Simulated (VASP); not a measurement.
Here is a VASP 6.6.1 calculation.

Contents of INCAR:

```
PREC = Accurate ; ENCUT = 600
EDIFF = 1E-6 ; ISMEAR = 0
SIGMA = 0.1 ; LREAL = False
LASPH = True ; NELM = 100
ALGO = Normal ; ISIF = 3
LWAVE = False ; LCHARG = False
GGA = PE ; IBRION = 2
NSW = 100 ; EDIFFG = -0.05
```

Contents of KPOINTS:

```
Automatic mesh
0
Gamma
  10 10 10
```

The input POSCAR:

```
Be2ZnN2
1.0
   -1.5064461095      1.5064461095      4.7366700288
    1.5064461095     -1.5064461095      4.7366700288
    1.5064461095      1.5064461095     -4.7366700288
Be Zn N
2 1 2
Direct
    0.3443000000      0.3443000000      0.0000000000
    0.6557000000      0.6557000000      0.0000000000
    0.0000000000      0.0000000000      0.0000000000
    0.1411000000      0.1411000000      0.0000000000
    0.8589000000      0.8589000000      0.0000000000
```

Potentials or basis: VASP PAW PBE potentials, release 64 (Be, Zn, N).

Command:

```sh
$ cat potpaw_PBE.64/Be/POTCAR potpaw_PBE.64/Zn/POTCAR potpaw_PBE.64/N/POTCAR > POTCAR
$ mpirun -np 1 vasp_std > vasp.out
```

Predict the relaxed volume.

10.32 Å³/atom.

What does it give for the space group after relaxing (to 0.05 Å)?

I4/mmm (No. 139).

Estimate the relaxed cell.

a = 6.167 Å, b = 6.167 Å, c = 6.167 Å, α = 151.99°, β = 151.99°, γ = 40.03°.

Stress tensor (GPa, compression positive):
```
-0.06  0.00  0.00
 0.00 -0.06  0.00
 0.00  0.00 -0.22
```

Caveat: the volume moved by over 15 % at a fixed basis, so the end points are rough.
